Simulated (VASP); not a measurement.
Write the native input for VASP 6.6.1 that does the following.

```yaml
Task: relaxation of cell and atoms
Functional: PBE
Potentials_or_basis: VASP PAW PBE potentials, release 64 (Ge_d, Te, O)
Cutoff: 600 eV
k_mesh: 6 × 6 × 12
Occupations: gaussian, width 0.1 eV
Spin: no spin polarisation
Dipole_correction: no
Further_INCAR_settings: ALGO = Normal; EDIFF = 1e-07; IBRION = 2; EDIFFG = -0.01; NSW = 100; ISIF = 3
```

The structure of Ge2TeO3 lies in POSCAR:

```
Ge2TeO3
1.0
    6.3774139195      0.0000000000      0.0000000000
   -3.1887069597      5.5230024647      0.0000000000
    0.0000000000      0.0000000000      2.9441990129
Ge Te O
2 1 3
Direct
    0.3333333333      0.6666666667      0.0000000000
    0.6666666667      0.3333333333      0.0000000000
    0.0000000000      0.0000000000      0.5000000000
    0.5000000000      0.0000000000      0.0000000000
    0.0000000000      0.5000000000      0.0000000000
    0.5000000000      0.5000000000      0.0000000000
```

The cell was generated, and may not be a known phase.

One way to write it, as run:

INCAR

```
SYSTEM = Ge2TeO3
ALGO = Normal
EDIFF = 1E-7
EDIFFG = -0.01
ENCUT = 600
GGA = PE
IBRION = 2
ISIF = 3
ISMEAR = 0
LASPH = .TRUE.
LCHARG = .FALSE.
LREAL = .FALSE.
LWAVE = .FALSE.
NELM = 100
NSW = 100
PREC = Accurate
SIGMA = 0.1
```

KPOINTS

```
k-points
0
G
  6 6 12
  0 0 0
```

Potentials or basis: VASP PAW PBE potentials, release 64 (Ge_d, Te, O).

The run is started by

```bash
$ cat potpaw_PBE.64/Ge_d/POTCAR potpaw_PBE.64/Te/POTCAR potpaw_PBE.64/O/POTCAR > POTCAR
$ mpirun -np 1 vasp_std > vasp.out
```

It gave:

```
Relaxed volume                        : 17.59 Å³/atom
Relaxed cell                          : a = 6.374 Å, b = 6.374 Å, c = 3.000 Å, α = 90.00°, β = 90.00°, γ = 120.00°
Space group after relaxing (to 0.1 Å) : P6/mmm (No. 191)
Energy gained by relaxing             : 1.4 meV/atom
Ionic steps                           : 5
Pressure after relaxing               : 0.0 GPa
Band gap on the k mesh                : zero (bands 26 and 27 overlap by 0.79 eV)
```

Caveat: spin-orbit coupling is left out, which moves the levels of the heavy elements.

Run time: 9.8 min on 1 thread of Intel(R) Xeon(R) 6975P-C (Granite Rapids) (shared host), peak memory 0.37 GiB.
